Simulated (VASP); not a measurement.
A run of VASP 6.6.1:

INCAR

```
SYSTEM = Sc
ALGO     = Normal         ! electronic algorithm
EDIFF    = 1E-7           ! SCF threshold, eV
ENCUT    = 520            ! plane-wave cutoff, eV
ISIF     = 2              ! what is computed and relaxed
ISMEAR   = -1             ! smearing method
LASPH    = .TRUE.         ! aspherical terms in the spheres
LCHARG   = .FALSE.        ! write CHGCAR
LREAL    = .FALSE.        ! projectors in reciprocal space
LWAVE    = .FALSE.        ! write WAVECAR
NBANDS   = 24             ! bands
NELM     = 100            ! most SCF steps
PREC     = Accurate       ! precision mode
SIGMA    = 0.1            ! smearing width, eV
```

File KPOINTS:

```
k-points
0
G
  5 5 5
  0 0 0
```

The input POSCAR:

```
Sc
1.0
    4.4319880000      0.0000000000      0.0000000000
    0.0000000000      4.4319880000      0.0000000000
    0.0000000000      0.0000000000      4.4319880000
Sc
3
Direct
    0.5000000000      0.0000000000      0.5000000000
    0.0000000000      0.5000000000      0.5000000000
    0.5000000000      0.5000000000      0.0000000000
```

Potentials or basis: VASP PAW LDA potentials, release 64 (Sc_sv).

The run is started by

```sh
$ cat potpaw_LDA.64/Sc_sv/POTCAR > POTCAR
$ mpirun -np 1 vasp_std > vasp.out
```

Hardware: 1 thread of Intel Xeon 8259CL, on a shared host.

Question: How long does it take, and how much memory?

Answer: Run time: 36 s on 1 thread of Intel Xeon 8259CL (shared host), peak memory 0.17 GiB. Counts: scf iterations 13, k points 10.
